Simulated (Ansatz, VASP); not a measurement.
## CdHg2Se3 in VASP and in Ansatz

```
Cd Hg Se
1.0
     3.67626   -2.36645    0.00534
     3.67626    2.36645    0.00534
    -1.00062    0.00000   10.01376
Cd Hg Se
1 2 3
Cartesian
  3.1759 0.6499 5.0122
  1.8237 -1.6899 8.3090
  4.5282 -1.6899 1.7155
  1.5616 -0.9754 3.4668
  4.7903 -0.9754 6.5577
  3.6763 -0.0522 0.0053
```

Alike in both runs: functional PBE; k mesh 8 × 8 × 4; occupations gaussian, width 0.02 eV; no spin polarisation.

Ansatz relaxed the structure, and its values are those at the end. VASP's run is a single point on that final structure, the one shown.

|  | VASP | Ansatz |
| --- | --- | --- |
| version | VASP 6.6.1 | Ansatz 0.2.0 |
| potentials or method | VASP PAW PBE potentials, release 64 (Cd, Hg, Se), cutoff 520 eV | scalar-relativistic, plane waves, PAW |
| valence electrons in the cell | 54 | 108 |

Ansatz gave:

```
gap on the k mesh at the Fermi level (eV) : 0.96
least direct gap on the mesh (eV)         : 0.99
pressure (GPa)                            : 0.0
rms of the force components (eV/Å)        : 0.003
```

Task: What did VASP give for the same quantities?

Result: gap on the k mesh at the Fermi level (eV): 0.95; least direct gap on the mesh (eV): 0.98; pressure (GPa): 0.3; rms of the force components (eV/Å): 0.028.

With one functional, cell and mesh, what is left measures potentials, basis and numerics. VASP's potentials hold 54 valence electrons a cell and Ansatz's 108, so a difference there can come from the potentials and not from the codes.

Spin-orbit coupling is off throughout.
